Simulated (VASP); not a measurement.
## Y: single point with LDA

Crystal: Y.

```
Y
1.0
    -1.44517    1.44517    1.44517
     1.44517   -1.44517    1.44517
     1.44517    1.44517   -1.44517
Y
1
Direct
  0.00000 0.00000 0.00000
```

```yaml
Program: VASP 6.6.1
Task: single point
Functional: LDA
Potentials_or_basis: VASP PAW LDA potentials, release 64 (Y_sv)
Cutoff: 520 eV
k_mesh: 18 × 18 × 18
Occupations: fermi-dirac, width 0.05 eV
Spin: no spin polarisation
Dipole_correction: no
Further_INCAR_settings: ALGO = Normal; EDIFF = 1e-06; NBANDS = 12
```

```yaml
Pressure: 162.2 GPa
```

Levels at points of the mesh, in eV from the Fermi level:
| k point | band 4 | band 5 | band 6 | band 7 | band 8 | band 9 |
| --- | --- | --- | --- | --- | --- | --- |
| (0.00, 0.00, 0.00) | -18.40 | -1.97 | 2.52 | 2.52 | 2.52 | 7.37 |
| (0.50, 0.00, 0.00) | -18.71 | -4.14 | -1.75 | 8.73 | 9.99 | 10.22 |
| (0.50, 0.50, 0.50) | -23.27 | -6.20 | -6.20 | 13.84 | 13.84 | 13.84 |

Wall time 14 s on 1 thread of Intel(R) Xeon(R) 6975P-C (Granite Rapids) (shared host), peak memory 0.15 GiB.
